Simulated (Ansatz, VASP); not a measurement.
**Two plane-wave programs on Pb**

Contents of INCAR:

```
  PREC = Accurate
  ENCUT = 520
  EDIFF = 1E-7
  ISMEAR = -1
  SIGMA = 0.05
  LREAL = F
  LASPH = T
  NELM = 100
  ALGO = Fast
  ISIF = 2
  LWAVE = F
  LCHARG = F
  GGA = B5
  ALDAX = 1.0
  AGGAX = 1.0
  AGGAC = 1.0
  ALDAC = 0.0
  IVDW = 12
  VDW_S6 = 1.0
  VDW_S8 = 2.6996
  VDW_A1 = 0.4298
  VDW_A2 = 4.2359
  NBANDS = 13
```

Contents of KPOINTS:

```
Automatic mesh
0
Gamma
  9 9 9
```

The input POSCAR:

```
Pb
1.0
    0.0000000000      2.5075897876      2.5075897876
    2.5075897876      0.0000000000      2.5075897876
    2.5075897876      2.5075897876      0.0000000000
Pb
1
Direct
    0.0000000000      0.0000000000      0.0000000000
```

The input input.yaml:

```yaml
crystal:
  lattice:
    - [0.0, 2.5075897876, 2.5075897876]
    - [2.5075897876, 0.0, 2.5075897876]
    - [2.5075897876, 2.5075897876, 0.0]
  atoms:
    - { symbol: Pb, position: [0.0, 0.0, 0.0] }
hamiltonian:
  xc: blyp
  pseudopotentials: { kind: paw }
  dispersion: d3bj
kpoints:
  mp_grid: { grid: [9, 9, 9] }
scf:
  occupations: { method: fermi_dirac, width: 0.05 }
output:
  forces: true
  stress: true
  eigenvalues: true
  write_density: true
  write_potential: true
  elf: true
  volumetric_format: npy
```

Alike in both runs: task single point; functional BLYP; dispersion D3(BJ); k mesh 9 × 9 × 9; occupations fermi-dirac, width 0.05 eV; no spin polarisation.

|  | VASP | Ansatz |
| --- | --- | --- |
| version | VASP 6.6.1 | Ansatz 0.2.0 |
| potentials or method | VASP PAW PBE potentials, release 64 (Pb_d) | Ansatz PAW |
| plane-wave cutoff (eV) | 520 | 420 |
| valence electrons in the cell | 14 | 14 |

|  | VASP | Ansatz | Ansatz less VASP |
| --- | --- | --- | --- |
| gap on the k mesh at the Fermi level (eV) | none | none | - |
| pressure (GPa) | -1.0 | -1.1 | -0.12 |

VASP's potentials were made for PBE, not for BLYP. A gap of «none» marks a metal or a gap that the smearing closes.

Neither program's run includes spin-orbit coupling.
